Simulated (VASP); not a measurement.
Wanted: the native input for a VASP 6.6.1 run.

* Task: single point
* Functional: LDA
* Potentials or basis: VASP PAW LDA potentials, release 64 (B, P)
* Cutoff: 520 eV
* k mesh: 8 × 8 × 8
* Occupations: gaussian, width 0.05 eV
* Spin: no spin polarisation
* Dipole correction: no
* Further INCAR settings: ALGO = Normal; EDIFF = 1e-06; NBANDS = 11

The structure of BP lies in POSCAR:

```
BP
1.0
    0.0000000000      2.2690012231      2.2690012231
    2.2690012231      0.0000000000      2.2690012231
    2.2690012231      2.2690012231      0.0000000000
B P
1 1
Direct
    0.0000000000      0.0000000000      0.0000000000
    0.7500000000      0.7500000000      0.7500000000
```

The input as run:

INCAR

```
SYSTEM = BP
ALGO     = Normal         ! electronic algorithm
EDIFF    = 1E-6           ! SCF threshold, eV
ENCUT    = 520            ! plane-wave cutoff, eV
ISIF     = 2              ! what is computed and relaxed
ISMEAR   = 0              ! smearing method
LASPH    = .True.         ! aspherical terms in the spheres
LCHARG   = .True.         ! write CHGCAR
LELF     = .True.         ! ELF
LREAL    = .False.        ! projectors in reciprocal space
LVHAR    = .True.       
LWAVE    = .False.        ! write WAVECAR
NBANDS   = 11             ! bands
NELM     = 60             ! most SCF steps
PREC     = Accurate       ! precision mode
SIGMA    = 0.05           ! smearing width, eV
```

KPOINTS

```
k-points
0
Gamma
  8 8 8
  0 0 0
```

Potentials or basis: VASP PAW LDA potentials, release 64 (B, P).

Run with:

```console
$ cat potpaw_LDA.64/B/POTCAR potpaw_LDA.64/P/POTCAR > POTCAR
$ mpirun -np 1 vasp_std > vasp.out
```

It gave:

```yaml
Pressure: -5.3 GPa
Band_gap_on_the_k_mesh: 1.22 eV, indirect (least direct gap 3.38 eV)
```

It took 5.7 s on 1 thread of Intel Xeon 6975P-C, on a shared host, peak memory 0.12 GiB.
